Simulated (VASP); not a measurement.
Write the native input for VASP 6.6.1 that does the following.

```
Task                   : relaxation of cell and atoms
Functional             : PBE
Potentials or basis    : VASP PAW PBE potentials, release 64 (B, Pd, Ir)
Cutoff                 : 600 eV
k mesh                 : 6 × 6 × 4
Occupations            : gaussian, width 0.1 eV
Spin                   : no spin polarisation
Dipole correction      : no
Further INCAR settings : ALGO = Fast; EDIFF = 1e-07; IBRION = 2; EDIFFG = -0.04; NSW = 90; ISIF = 3
```

The structure of BIr3Pd lies in POSCAR:

```
BIr3Pd
1.0
    4.0136251100      0.0000000000      0.0000000000
   -2.0068125600      3.4759013100      0.0000000000
    0.0000000000      0.0000000000      5.1400424400
B Pd Ir
1 1 3
Direct
    0.0000000000      0.0000000000      0.5000000000
    0.0000000000      0.0000000000      0.0000000000
    0.5000000000      0.0000000000      0.5000000000
    0.0000000000      0.5000000000      0.5000000000
    0.5000000000      0.5000000000      0.5000000000
```

One way to write it, as run:

INCAR

```
PREC = Accurate ; ENCUT = 600
EDIFF = 1E-7 ; ISMEAR = 0
SIGMA = 0.1 ; LREAL = False
LASPH = True ; NELM = 100
ALGO = Fast ; ISIF = 3
LWAVE = False ; LCHARG = False
GGA = PE ; IBRION = 2
NSW = 90 ; EDIFFG = -0.04
```

KPOINTS

```
Automatic mesh
0
Gamma
  6 6 4
```

Potentials or basis: VASP PAW PBE potentials, release 64 (B, Pd, Ir).

The run is started by

```console
$ cat potpaw_PBE.64/B/POTCAR potpaw_PBE.64/Pd/POTCAR potpaw_PBE.64/Ir/POTCAR > POTCAR
$ mpirun -np 1 vasp_std > vasp.out
```

It gave:

```yaml
Relaxed_volume: 17.33 Å³/atom
Relaxed_cell: a = 4.940 Å, b = 4.940 Å, c = 4.099 Å, α = 90.00°, β = 90.00°, γ = 120.00°
Space_group_after_relaxing_to_0.05_Å: P6/mmm (No. 191)
Energy_gained_by_relaxing: 4726.9 meV/atom
Ionic_steps: 18
Pressure_after_relaxing: -0.1 GPa
Band_gap_on_the_k_mesh: zero (band 20 reaches 6.41 eV, above the bottom of band 21 at 5.06 eV)
```

Caveat: the volume moved by over 15 % at a fixed basis, so the end points are rough; spin-orbit coupling is left out, which moves the levels of the heavy elements.

It took 27 min on 1 thread of AMD EPYC 9R45 96-Core Processor (Zen 5), with other jobs on the host, peak memory 0.21 GiB.
